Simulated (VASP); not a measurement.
A run of VASP 6.6.1 is set up as follows.

Contents of INCAR:

```
ALGO = Normal
EDIFF = 1E-6
ENCUT = 520
GGA = PS
ISIF = 2
ISMEAR = 0
LASPH = T
LCHARG = F
LREAL = F
LWAVE = F
NBANDS = 36
NELM = 100
PREC = Accurate
SIGMA = 0.15
```

Contents of KPOINTS:

```
k-points
0
Gamma
  12 12 8
```

File POSCAR:

```
Ge
1.0
    3.7970528728      0.0000000000      0.0000000000
   -1.8985264364      3.2883442473      0.0000000000
    0.0000000000      0.0000000000      6.2493425316
Ge
4
Direct
    0.0000000000      0.0000000000      0.0711500000
    0.0000000000      0.0000000000      0.5711500000
    0.3333333333      0.6666666667      0.7731449501
    0.6666666667      0.3333333333      0.3211500000
```

Potentials or basis: VASP PAW PBE potentials, release 64 (Ge_d).

The run is started by

```sh
$ cat potpaw_PBE.64/Ge_d/POTCAR > POTCAR
$ mpirun -np 1 vasp_std > vasp.out
```

Problem. What does it give for the band gap on the k mesh?

Solution. Zero (bands 28 and 29 overlap by 3.66 eV).

Problem. What does it give for the largest force?

Solution. 1.050 eV/Å.

Problem. Estimate the pressure.

Solution. 1.3 GPa.

Stress tensor (GPa, compression positive):
```
1.57 0.00 0.00
0.00 1.57 0.00
0.00 0.00 0.88
```

Caveat: the cell differs from its parent crystal (atom 3 (Ge) moved by (+0.000, -0.300) A along x and z); the PAW data sets were made with another functional, which shifts forces and pressure a little.
